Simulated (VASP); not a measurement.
# HgTe (Coloradoite) (F-43m) in VASP: a series of runs

HgTe (Coloradoite) is run at these levels: r2SCAN+D3(BJ); tasks: single point.

Program: VASP 6.6.1. These are calculated values, not measurements. Logs are shortened: lines on timing, memory, paths and dates and some standing lists are left out, and cuts for length are marked.

### Step 1. The cell of the first run

It takes space group F-43m (No. 216, cubic). The conventional cell has a = 6.298 Å, b = 6.298 Å, c = 6.298 Å, α = 90.00°, β = 90.00°, γ = 90.00°. Within 3.6 Å of Hg (site symmetry -43m) lie 4 Te at 2.73 Å. Within 3.6 Å of Te (site symmetry -43m) lie 4 Hg at 2.73 Å.

### Step 2. Single point, r2SCAN+D3(BJ)

The input, POSCAR:

```
HgTe
1.0
    0.0000000000      3.1488795465      3.1488795465
    3.1488795465      0.0000000000      3.1488795465
    3.1488795465      3.1488795465      0.0000000000
Hg Te
1 1
Direct
    0.0000000000      0.0000000000      0.0000000000
    0.7500000000      0.7500000000      0.7500000000
```

The input, INCAR.step1:

```
ALGO = Normal ; EDIFF = 1E-4
ENCUT = 520 ; GGA = PE
ISMEAR = -1 ; LASPH = T
LCHARG = F ; LREAL = F
LWAVE = T ; NBANDS = 16
NELM = 80 ; PREC = Accurate
SIGMA = 0.05
```

The input, INCAR.step2:

```
ALGO = Normal ; EDIFF = 1E-7
ENCUT = 520 ; ISIF = 2
ISMEAR = -1 ; ISTART = 1
IVDW = 12 ; LASPH = T
LCHARG = F ; LMIXTAU = T
LREAL = F ; LWAVE = F
METAGGA = R2SCAN ; NBANDS = 16
NELM = 80 ; PREC = Accurate
SIGMA = 0.05 ; VDW_A1 = 0.49484001
VDW_A2 = 5.73083694 ; VDW_S6 = 1.0
VDW_S8 = 0.78981345
```

The input, KPOINTS:

```
k-points
0
Gamma
  7 7 7
```

Potentials or basis: VASP PAW PBE potentials, release 64 (Hg, Te).

Run with:

```console
cat potpaw_PBE.64/Hg/POTCAR potpaw_PBE.64/Te/POTCAR > POTCAR
cp INCAR.step1 INCAR
mpirun -np 1 vasp_std > vasp.out
cp INCAR.step2 INCAR
mpirun -np 1 vasp_std > vasp.out
```

OUTCAR:

```text
EDIFF = 1E-7
   ENCUT = 520
   ISIF = 2
   ISMEAR = -1
   ISTART = 1
   IVDW = 12
   LASPH = T
   LREAL = F
   METAGGA = R2SCAN
   NELM = 80
   PREC = Accurate
 IVDW          = 12

 ion  position               nearest neighbor table
   1  0.000  0.000  0.000-   2 2.73   2 2.73   2 2.73   2 2.73
   2  0.750  0.750  0.750-   1 2.73   1 2.73   1 2.73   1 2.73

  LATTYP: Found a face centered cubic cell.
 ALAT       =     6.2977590930

  Lattice vectors:

 A1 = (   0.0000000000,   3.1488795465,   3.1488795465)
 A2 = (   3.1488795465,   0.0000000000,   3.1488795465)
 A3 = (   3.1488795465,   3.1488795465,   0.0000000000)

Analysis of symmetry for initial positions (statically):
=====================================================================
 Subroutine PRICEL returns:
 Original cell was already a primitive cell.

 Routine SETGRP: Setting up the symmetry group for a
 face centered cubic supercell.

 Subroutine GETGRP returns: Found 24 space group operations
 (whereof 24 operations were pure point group operations)
 out of a pool of 48 trial point group operations.

The static configuration has the point symmetry T_d .

Analysis of symmetry for dynamics (positions and initial velocities):
=====================================================================
 Subroutine PRICEL returns:
 Original cell was already a primitive cell.

 Routine SETGRP: Setting up the symmetry group for a
 face centered cubic supercell.

 Subroutine GETGRP returns: Found 24 space group operations
 (whereof 24 operations were pure point group operations)
 out of a pool of 48 trial point group operations.

The dynamic configuration has the point symmetry T_d .

 Subroutine INISYM returns: Found 24 space group operations
 (whereof 24 operations are pure point group operations),
 and found     1 'primitive' translations

----------------------------------------------------------------------------------------

                                     Primitive cell

  volume of cell :      62.4451

  direct lattice vectors                    reciprocal lattice vectors
     0.000000000  3.148879546  3.148879546    -0.158786639  0.158786639  0.158786639
     3.148879546  0.000000000  3.148879546     0.158786639 -0.158786639  0.158786639
     3.148879546  3.148879546  0.000000000     0.158786639  0.158786639 -0.158786639

  length of vectors
     4.453188161  4.453188161  4.453188161     0.275026526  0.275026526  0.275026526

  position of ions in fractional coordinates (direct lattice)
     0.000000000  0.000000000  0.000000000
     0.750000000  0.750000000  0.750000000

  ion indices of the primitive-cell ions
   primitive index   ion index
                 1           1
                 2           2

----------------------------------------------------------------------------------------

 KPOINTS: k-points

Automatic generation of k-mesh.
 Grid dimensions read from file:
 generate k-points for:    7    7    7

 Generating k-lattice:

  Cartesian coordinates                     Fractional coordinates (reciprocal lattice)
    -0.022683806  0.022683806  0.022683806     0.142857143  0.000000000  0.000000000
     0.022683806 -0.022683806  0.022683806     0.000000000  0.142857143  0.000000000
     0.022683806  0.022683806 -0.022683806     0.000000000  0.000000000  0.142857143

  Length of vectors
     0.039289504  0.039289504  0.039289504

  Shift w.r.t. Gamma in fractional coordinates (k-lattice)
     0.000000000  0.000000000  0.000000000

 Subroutine IBZKPT returns following result:
 ===========================================

 Found     20 irreducible k-points:

 Following reciprocal coordinates:
            Coordinates               Weight
  0.000000  0.000000  0.000000      1.000000
  0.142857  0.000000  0.000000      8.000000
  0.285714  0.000000  0.000000      8.000000
  0.428571  0.000000  0.000000      8.000000
  0.142857  0.142857  0.000000      6.000000
  0.285714  0.142857  0.000000     24.000000
[... 12 lines left out ...]
 -0.428571  0.428571  0.142857     24.000000
 -0.285714  0.428571  0.142857     24.000000
   k-points           NKPTS =     20   k-points in BZ     NKDIM =     20   number of bands    NBANDS=     16
   number of dos      NEDOS =    301   number of ions     NIONS =      2
   total plane-waves  NPLWV =  46656
   dimension x,y,z NGX =    36 NGY =   36 NGZ =   36
   dimension x,y,z NGXF=    72 NGYF=   72 NGZF=   72
   ions per type =               1   1
   NGX,Y,Z   is equivalent  to a cutoff of  13.44, 13.44, 13.44 a.u.
   NGXF,Y,Z  is equivalent  to a cutoff of  26.88, 26.88, 26.88 a.u.
 SYSTEM =  unknown system
   PREC   = accura    normal or accurate (medium, high low for compatibility)
   ISTART =      1    job   : 0-new  1-cont  2-samecut
   ICHARG =      0    charge: 1-file 2-atom 10-const
   ISPIN  =      1    spin polarized calculation?
   LNONCOLLINEAR =      F non collinear calculations
   LSORBIT =      F    spin-orbit coupling
[... 26 lines left out ...]
  Thomas-Fermi vector in A             =   2.217449
   LORBIT       =      0    0 simple, 1 ext, 2 COOP (PROOUT), +10 PAW based schemes
   METAGGA = R2SCAN    functional components
   LHFCALC =     F    Hartree Fock is set to
   AEXX    =    0.0000 exact exchange contribution
   IVDW    =    12    specifies the selected vdW correction
   LEPSILON=     F    determine dielectric tensor
   LRPA    =     F    only Hartree local field effects (RPA)
 non-spin polarized calculation
  energy-cutoff  :      520.00
  volume of cell :       62.45
 maximum number of plane-waves:      1696
 NGX is ok and might be reduce to    36
   NGX = 17   NGY = 17   NGZ = 17

 number of electron      18.0000001 magnetization

 Free energy of the ion-electron system (eV)
  ---------------------------------------------------
  ext. energy  EPLUGINS =         0.00000000
  ---------------------------------------------------
  free energy    TOTEN  =       -74.98568155 eV

  energy without entropy =      -74.98504681  energy(sigma->0) =      -74.98536418

 E-fermi :   3.7992     XC(G=0):  -9.7010

 val. band max:        3.7613159269   @ k =   0.0000   0.0000   0.0000
 cond. band min:       4.7472786360   @ k =   0.4286   0.0000   0.0000
 fundamental gap:      0.9859627090
 Fermi energy:         3.7992065406

 k-point     1 :       0.0000    0.0000    0.0000
  band No.  band energies     occupation
      1      -9.2848      2.00000
      2      -4.3991      2.00000
      3      -4.3991      2.00000
      4      -4.3991      2.00000
      5      -3.7181      2.00000
      6      -3.7181      2.00000
[... 8 lines left out ...]
     15      13.9013      0.00000
     16      13.9013      0.00000

 k-point     2 :       0.1429    0.0000    0.0000
  band No.  band energies     occupation
      1      -9.1627      2.00000
      2      -4.3646      2.00000
      3      -4.3646      2.00000
      4      -4.3577      2.00000
      5      -3.7215      2.00000
      6      -3.7215      2.00000
[... 8 lines left out ...]
     15      12.8499      0.00000
     16      12.8499      0.00000

 k-point     3 :       0.2857    0.0000    0.0000
  band No.  band energies     occupation
      1      -8.8700      2.00000
      2      -4.2941      2.00000
      3      -4.2941      2.00000
      4      -4.1442      2.00000
      5      -3.7168      2.00000
      6      -3.7168      2.00000
[... 8 lines left out ...]
     15      12.8345      0.00000
     16      12.8345      0.00000

 k-point     4 :       0.4286    0.0000    0.0000
  band No.  band energies     occupation
      1      -8.6158      2.00000
      2      -4.2484      2.00000
      3      -4.2484      2.00000
      4      -3.6963      2.00000
      5      -3.6963      2.00000
      6      -3.5859      2.00000
[... 8 lines left out ...]
     15      14.0150      0.00000
     16      14.0150      0.00000
[... 248 lines left out ...]
 k-point    18 :      -0.4286    0.2857    0.1429
  band No.  band energies     occupation
      1      -8.4566      2.00000
      2      -4.1818      2.00000
      3      -4.1405      2.00000
      4      -3.8225      2.00000
      5      -3.7053      2.00000
      6      -3.3726      2.00000
[... 8 lines left out ...]
     15      14.3089      0.00000
     16      14.9501      0.00000

 k-point    19 :      -0.4286    0.4286    0.1429
  band No.  band energies     occupation
      1      -8.3698      2.00000
      2      -4.1611      2.00000
      3      -4.0513      2.00000
      4      -3.9188      2.00000
      5      -3.6787      2.00000
      6      -3.2271      2.00000
[... 8 lines left out ...]
     15      15.2664      0.00000
     16      15.7312      0.00000

 k-point    20 :      -0.2857    0.4286    0.1429
  band No.  band energies     occupation
      1      -8.3480      2.00000
      2      -4.1431      2.00000
      3      -4.0644      2.00000
      4      -3.8099      2.00000
      5      -3.7411      2.00000
      6      -3.0222      2.00000
[... 8 lines left out ...]
     15      14.5319      0.00000
     16      16.4909      0.00000

------------------------ aborting loop because EDIFF is reached ----------------------------------------

 Edisp (eV)   -0.37851

 E8    (eV) :    -0.1373

  FORCE on cell =-STRESS in cart. coord.  units (eV):
  Direction    XX          YY          ZZ          XY          YZ          ZX
  --------------------------------------------------------------------------------------
  -------------------------------------------------------------------------------------
  Total       2.45637     2.45637     2.45637     0.00000     0.00000     0.00000
  in kB      63.02415    63.02415    63.02415     0.00000     0.00000     0.00000
  external pressure =       63.02 kB  Pullay stress =        0.00 kB

 VOLUME and BASIS-vectors are now :
 -----------------------------------------------------------------------------
  energy-cutoff  :      520.00
  volume of cell :       62.45
      direct lattice vectors                 reciprocal lattice vectors
     0.000000000  3.148879546  3.148879546    -0.158786639  0.158786639  0.158786639
     3.148879546  0.000000000  3.148879546     0.158786639 -0.158786639  0.158786639
     3.148879546  3.148879546  0.000000000     0.158786639  0.158786639 -0.158786639

 POSITION                                       TOTAL-FORCE (eV/Angst)
 -----------------------------------------------------------------------------------
      0.00000      0.00000      0.00000        -0.000000      0.000000     -0.000000
      4.72332      4.72332      4.72332         0.000000     -0.000000      0.000000
 -----------------------------------------------------------------------------------
    total drift:                                0.000000      0.000000      0.000000

  FREE ENERGIE OF THE ION-ELECTRON SYSTEM (eV)
  ---------------------------------------------------
  free  energy   TOTEN  =       -75.3641923518 eV

  energy  without entropy=      -75.3635576128  energy(sigma->0) =      -75.36387498
```

It took 38 s on 1 thread of Intel Xeon 6975P-C (Granite Rapids), shared host; peak memory 0.22 GiB.

Results:

```yaml
Free_energy: -75.3642 eV
Pressure: 6.3 GPa
Band_gap_on_the_k_mesh: zero (filled and empty bands touch)
Dispersion_energy_per_atom: -0.189 eV
```

Caveat: the PAW data sets were made with another functional, which shifts forces and pressure a little; spin-orbit coupling is left out, which moves the levels of the heavy elements; pairwise dispersion overbinds metals, which lowers pressure and volume.

### Step 3. Single point, r2SCAN+D3(BJ)

This run uses another cell than the first one, of 31.89 Å³/atom, 1.021 times its volume.

The input, POSCAR:

```
HgTe
1.0
    0.0000000000      3.1710554852      3.1710554852
    3.1710554852      0.0000000000      3.1710554852
    3.1710554852      3.1710554852      0.0000000000
Hg Te
1 1
Direct
    0.0000000000      0.0000000000      0.0000000000
    0.7500000000      0.7500000000      0.7500000000
```

The input, INCAR.step1:

```
SYSTEM = HgTe
  PREC = Accurate
  ENCUT = 520
  ISMEAR = -1
  SIGMA = 0.05
  LREAL = .FALSE.
  LASPH = .TRUE.
  NELM = 80
  NBANDS = 16
  GGA = PE
  ALGO = Normal
  EDIFF = 1E-4
  LWAVE = .TRUE.
  LCHARG = .FALSE.
```

The input, INCAR.step2:

```
SYSTEM = HgTe
  PREC = Accurate
  ENCUT = 520
  EDIFF = 1E-7
  ISMEAR = -1
  SIGMA = 0.05
  LREAL = .FALSE.
  LASPH = .TRUE.
  NELM = 80
  ALGO = Normal
  ISIF = 2
  LWAVE = .FALSE.
  LCHARG = .FALSE.
  METAGGA = R2SCAN
  LMIXTAU = .TRUE.
  IVDW = 12
  VDW_S6 = 1.0
  VDW_S8 = 0.78981345
  VDW_A1 = 0.49484001
  VDW_A2 = 5.73083694
  NBANDS = 16
  ISTART = 1
```

The input, KPOINTS:

```
regular mesh
0
G
  7 7 7
  0 0 0
```

Potentials or basis: VASP PAW PBE potentials, release 64 (Hg, Te).

Run with:

```console
cat potpaw_PBE.64/Hg/POTCAR potpaw_PBE.64/Te/POTCAR > POTCAR
cp INCAR.step1 INCAR
mpirun -np 1 vasp_std > vasp.out
cp INCAR.step2 INCAR
mpirun -np 1 vasp_std > vasp.out
```

Wall time 37 s (1 thread of Intel Xeon 6975P-C (Granite Rapids), shared host); peak memory 0.22 GiB.

The run converged. Its results:

| Quantity | Value |
| --- | --- |
| Free energy | -75.4106 eV |
| Pressure | 4.9 GPa |
| Band gap on the k mesh | zero (filled and empty bands touch) |
| Dispersion energy per atom | -0.185 eV |

Levels at points of the mesh, in eV from the Fermi level:
```csv
k point,band 5,band 6,band 7,band 8,band 9,band 10,band 11,band 12,band 13,band 14
"(0.00, 0.00, 0.00)",-7.40,-7.40,-0.29,-0.04,-0.04,-0.04,4.40,4.40,4.40,6.77
```

Caveat: the PAW data sets were made with another functional, which shifts forces and pressure a little; spin-orbit coupling is left out, which moves the levels of the heavy elements; pairwise dispersion overbinds metals, which lowers pressure and volume.

### Step 4. Single point, r2SCAN+D3(BJ)

This run uses another cell than the first one, of 32.55 Å³/atom, 1.043 times its volume.

The input, POSCAR:

```
HgTe
1.0
    0.0000000000      3.1929255244      3.1929255244
    3.1929255244      0.0000000000      3.1929255244
    3.1929255244      3.1929255244      0.0000000000
Hg Te
1 1
Direct
    0.0000000000      0.0000000000      0.0000000000
    0.7500000000      0.7500000000      0.7500000000
```

The input, INCAR.step1:

```
PREC     = Accurate       # precision mode
ENCUT    = 520            # plane-wave cutoff, eV
ISMEAR   = -1             # smearing method
SIGMA    = 0.05           # smearing width, eV
LREAL    = F              # projectors in reciprocal space
LASPH    = T              # aspherical terms in the spheres
NELM     = 80             # most SCF steps
NBANDS   = 16             # bands
GGA      = PE             # functional
ALGO     = Normal         # electronic algorithm
EDIFF    = 1E-4           # SCF threshold, eV
LWAVE    = T              # write WAVECAR
LCHARG   = F              # write CHGCAR
```

The input, INCAR.step2:

```
PREC     = Accurate       # precision mode
ENCUT    = 520            # plane-wave cutoff, eV
EDIFF    = 1E-6           # SCF threshold, eV
ISMEAR   = -1             # smearing method
SIGMA    = 0.05           # smearing width, eV
LREAL    = F              # projectors in reciprocal space
LASPH    = T              # aspherical terms in the spheres
NELM     = 80             # most SCF steps
ALGO     = Normal         # electronic algorithm
ISIF     = 2              # what is computed and relaxed
LWAVE    = F              # write WAVECAR
LCHARG   = F              # write CHGCAR
METAGGA  = R2SCAN         # meta-GGA
LMIXTAU  = T            
IVDW     = 12             # dispersion correction
VDW_S6   = 1.0          
VDW_S8   = 0.78981345   
VDW_A1   = 0.49484001   
VDW_A2   = 5.73083694   
NBANDS   = 16             # bands
ISTART   = 1
```

The input, KPOINTS:

```
Automatic mesh
0
Gamma
  7 7 7
```

Run with:

```console
cat potpaw_PBE.64/Hg/POTCAR potpaw_PBE.64/Te/POTCAR > POTCAR
cp INCAR.step1 INCAR
mpirun -np 1 vasp_std > vasp.out
cp INCAR.step2 INCAR
mpirun -np 1 vasp_std > vasp.out
```

It took 39 s on 1 thread of Intel Xeon 6975P-C (Granite Rapids), shared host; peak memory 0.22 GiB.

Results (log left out):

| Property | Result |
| --- | --- |
| Free energy | -75.4457 eV |
| Pressure | 3.6 GPa |
| Band gap on the k mesh | zero (filled and empty bands touch) |
| Dispersion energy per atom | -0.182 eV |

Levels at points of the mesh, in eV from the Fermi level:
```tsv
k point	band 5	band 6	band 7	band 8	band 9	band 10	band 11	band 12	band 13	band 14
(0.00, 0.00, 0.00)	-7.29	-7.29	-0.35	-0.04	-0.04	-0.04	4.44	4.44	4.44	6.77
```

Caveat: the PAW data sets were made with another functional, which shifts forces and pressure a little; spin-orbit coupling is left out, which moves the levels of the heavy elements; pairwise dispersion overbinds metals, which lowers pressure and volume.

### Step 5. Single point, r2SCAN+D3(BJ)

This run uses another cell than the first one, of 33.22 Å³/atom, 1.064 times its volume.

The input, POSCAR:

```
HgTe
1.0
    0.0000000000      3.2145000000      3.2145000000
    3.2145000000      0.0000000000      3.2145000000
    3.2145000000      3.2145000000      0.0000000000
Hg Te
1 1
Direct
    0.0000000000      0.0000000000      0.0000000000
    0.7500000000      0.7500000000      0.7500000000
```

The input, INCAR.step1:

```
SYSTEM = HgTe
  PREC = Accurate
  ENCUT = 520
  ISMEAR = -1
  SIGMA = 0.05
  LREAL = .False.
  LASPH = .True.
  NELM = 100
  NBANDS = 16
  GGA = PE
  ALGO = Normal
  EDIFF = 1E-4
  LWAVE = .True.
  LCHARG = .False.
```

The input, INCAR.step2:

```
SYSTEM = HgTe
  PREC = Accurate
  ENCUT = 520
  EDIFF = 1E-7
  ISMEAR = -1
  SIGMA = 0.05
  LREAL = .False.
  LASPH = .True.
  NELM = 100
  ALGO = Normal
  ISIF = 2
  LWAVE = .False.
  LCHARG = .False.
  METAGGA = R2SCAN
  LMIXTAU = .True.
  IVDW = 12
  VDW_S6 = 1.0
  VDW_S8 = 0.78981345
  VDW_A1 = 0.49484001
  VDW_A2 = 5.73083694
  NBANDS = 16
  ISTART = 1
```

The input, KPOINTS:

```
regular mesh
0
Gamma
  7 7 7
  0 0 0
```

Run with:

```console
cat potpaw_PBE.64/Hg/POTCAR potpaw_PBE.64/Te/POTCAR > POTCAR
cp INCAR.step1 INCAR
mpirun -np 1 vasp_std > vasp.out
cp INCAR.step2 INCAR
mpirun -np 1 vasp_std > vasp.out
```

Wall time 42 s (1 thread of Intel Xeon 6975P-C (Granite Rapids), shared host); peak memory 0.22 GiB.

The run converged. Its results:

| Quantity | Value |
| --- | --- |
| Free energy | -75.4706 eV |
| Pressure | 2.4 GPa |
| Band gap on the k mesh | zero (filled and empty bands touch) |
| Dispersion energy per atom | -0.178 eV |

Levels at points of the mesh, in eV from the Fermi level:
```tsv
k point	band 7	band 8	band 9	band 10	band 11	band 12
(0.00, 0.00, 0.00)	-0.41	-0.04	-0.04	-0.04	4.49	4.49
```

Caveat: the PAW data sets were made with another functional, which shifts forces and pressure a little; spin-orbit coupling is left out, which moves the levels of the heavy elements; pairwise dispersion overbinds metals, which lowers pressure and volume.

### Step 6. Summary

| cell | gap on the mesh (eV) | pressure (GPa) |
| --- | --- | --- |
| a = 4.453 Å, angles 60.0°, 2 atoms | none | 6.3 |
| a = 4.485 Å, angles 60.0°, 2 atoms | none | 4.9 |
| a = 4.515 Å, angles 60.0°, 2 atoms | none | 3.6 |
| a = 4.546 Å, angles 60.0°, 2 atoms | none | 2.4 |

Alike in all rows: task single point; level r2SCAN+D3(BJ); potentials or basis VASP PAW PBE potentials, release 64 (Hg, Te); no spin polarisation; k mesh 7 × 7 × 7; cutoff (eV) 520; smearing fermi-dirac 0.05 eV.

Caveats: the PAW data sets were made with another functional, which shifts forces and pressure a little; spin-orbit coupling is left out, which moves the levels of the heavy elements; pairwise dispersion overbinds metals, which lowers pressure and volume.

Total energies depend on the potentials used, so only differences within one code and one set of settings carry meaning.
